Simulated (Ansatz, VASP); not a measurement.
**One calculation of C, two programs**

Contents of INCAR:

```
SYSTEM = C
ALGO = Normal
EDIFF = 1E-6
ENCUT = 520
GGA = PS
ISIF = 2
ISMEAR = 0
IVDW = 12
LASPH = .True.
LCHARG = .False.
LREAL = .False.
LWAVE = .False.
NBANDS = 11
NELM = 100
PREC = Accurate
SIGMA = 0.05
```

KPOINTS

```
k-points
0
Gamma
  15 15 15
  0 0 0
```

Contents of POSCAR:

```
C
1.0
    1.2597722633      0.7273298553      3.3650427020
   -1.2597722633      0.7273298553      3.3650427020
    0.0000000000     -1.4546597106      3.3650427021
C
2
Direct
    0.1503108337      0.1828563987      0.1665836162
    0.8496891663      0.8171436013      0.8334163838
```

Input for Ansatz:

```yaml
crystal:
  lattice:
    - [1.2597722633, 0.7273298553, 3.365042702]
    - [-1.2597722633, 0.7273298553, 3.365042702]
    - [0.0, -1.4546597106, 3.3650427021]
  atoms:
    - { symbol: C, position: [0.1503108337, 0.1828563987, 0.1665836162] }
    - { symbol: C, position: [0.8496891663, 0.8171436013, 0.8334163838] }
basis:
  ecutwfc: 520.0
kpoints:
  mp_grid: { grid: [15, 15, 15] }
hamiltonian:
  xc: pbesol
  pseudopotentials: { kind: paw, azcp: { folder: soft_1 } }
  dispersion: d3bj
scf:
  occupations: { method: gaussian, width: 0.05 }
output:
  forces: true
  stress: true
  eigenvalues: true
```

Change from the starting cell: mode 5 frozen in at -0.040 Å, equal normal strain along x, y and z +0.0250.

Alike in both runs: task single point; functional PBEsol; dispersion D3(BJ); k mesh 15 × 15 × 15; occupations gaussian, width 0.05 eV; no spin polarisation.

```csv
,VASP,Ansatz
version,VASP 6.6.1,Ansatz 0.2.0
potentials or method,"VASP PAW PBE potentials, release 64 (C), cutoff 520 eV","scalar-relativistic, plane waves, PAW"
valence electrons in the cell,8,8
```

VASP gave:

| Item | Value |
| --- | --- |
| gap on the k mesh at the Fermi level (eV) | 0.18 |
| least direct gap on the mesh (eV) | 0.23 |
| pressure (GPa) | -16.2 |
| traceless stress, the component that is largest in VASP (GPa) | 15.62 |
| rms of the force components (eV/Å) | 2.175 |

Problem. What did Ansatz give for the same quantities?

Solution. gap on the k mesh at the Fermi level (eV): 0.18; least direct gap on the mesh (eV): 0.23; pressure (GPa): -16.8; traceless stress, the component that is largest in VASP (GPa): 16.29; rms of the force components (eV/Å): 2.163.

VASP's potentials were made for PBE, not for PBEsol, and Ansatz warns of the same on its side. Atom by atom the forces differ by 0.011 eV/Å (rms over components).
